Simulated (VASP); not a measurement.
Crystal: SiGe5.

```xyz
6
Lattice="5.0293 0.0000 0.0000 0.0000 5.0293 0.0000 0.0000 0.0000 5.4074" Properties=species:S:1:pos:R:3 pbc="T T T"
Si    0.0000    0.0000    0.0000
Ge    4.0353    4.0353    2.7037
Ge    0.9940    0.9940    2.7037
Ge    0.9940    4.0353    2.7037
Ge    4.0353    0.9940    2.7037
Ge    2.5146    2.5146    2.7037
```

The cell was generated, and may not be a known phase.

| Quantity | Value |
| --- | --- |
| Program | VASP 6.6.1 |
| Task | relaxation of cell and atoms |
| Functional | PBE |
| Potentials or basis | VASP PAW PBE potentials, release 64 (Si, Ge_d) |
| Cutoff | 600 eV |
| k mesh | 4 × 4 × 4 |
| Occupations | gaussian, width 0.1 eV |
| Spin | no spin polarisation |

At the start: pressure 44.6 GPa; volume 22.80 Å³/atom.

**Question.** How do energy, volume and symmetry change on relaxing?

**Answer.** Over 24 steps the energy falls by 1895.4 meV/atom and the volume is 25.14 Å³/atom (+10.3 %); space group P4/mmm (No. 123, to 0.1 Å) before and after.

The path:
| step | energy change (eV) | largest force (eV/Å) | pressure (GPa) | volume (Å³) |
| --- | --- | --- | --- | --- |
| 1 | 0.0000 | 8.5629 | 44.55 | 136.77 |
| 2 | -4.9055 | 0.2416 | -5.68 | 287.51 |
| 3 | -5.9361 | 0.6922 | -4.95 | 263.27 |
| 4 | -6.5581 | 1.0518 | -4.41 | 246.95 |
| 5 | -8.0165 | 3.1456 | 1.74 | 188.23 |
| 6 | -7.9469 | 2.9301 | -0.66 | 199.15 |
| 7 | -8.0068 | 3.0529 | 0.45 | 193.64 |
| 8 | -9.4541 | 1.3821 | -4.66 | 201.47 |
| 9 | -9.6509 | 0.9968 | -5.71 | 204.41 |
| 10 | -10.6676 | 0.3047 | -1.80 | 174.75 |
| 11 | -10.7084 | 0.7215 | -0.51 | 169.66 |
| 12 | -11.0570 | 0.4444 | 0.09 | 160.89 |
| 13 | -11.0877 | 0.8166 | 5.98 | 133.55 |
| 14 | -11.2873 | 0.2777 | 2.49 | 147.72 |
| 15 | -11.3449 | 0.2216 | -1.06 | 155.74 |
| 16 | -11.3545 | 0.1212 | -0.13 | 153.46 |
| 17 | -11.3545 | 0.1140 | -0.06 | 153.34 |
| 18 | -11.3582 | 0.0413 | -0.07 | 153.50 |
| 19 | -11.3597 | 0.0630 | -0.08 | 153.69 |
| 20 | -11.3624 | 0.0989 | -0.14 | 153.37 |
| 21 | -11.3703 | 0.0625 | -0.23 | 152.38 |
| 22 | -11.3715 | 0.0411 | -0.05 | 151.14 |
| 23 | -11.3715 | 0.0393 | -0.02 | 151.01 |
| 24 | -11.3727 | 0.0199 | -0.01 | 150.85 |

Final structure:
```
Si Ge
1.0
     6.46803    0.00000    0.00000
     0.00000    6.46803    0.00000
     0.00000    0.00000    3.60586
Si Ge
1 5
Cartesian
  0.0000 0.0000 0.0000
  5.1335 5.1335 1.8029
  1.3345 1.3345 1.8029
  1.3345 5.1335 1.8029
  5.1335 1.3345 1.8029
  3.2340 3.2340 1.8029
```

Caveat: a cell axis changed by over 15 % at a fixed basis, so the end point is rough.
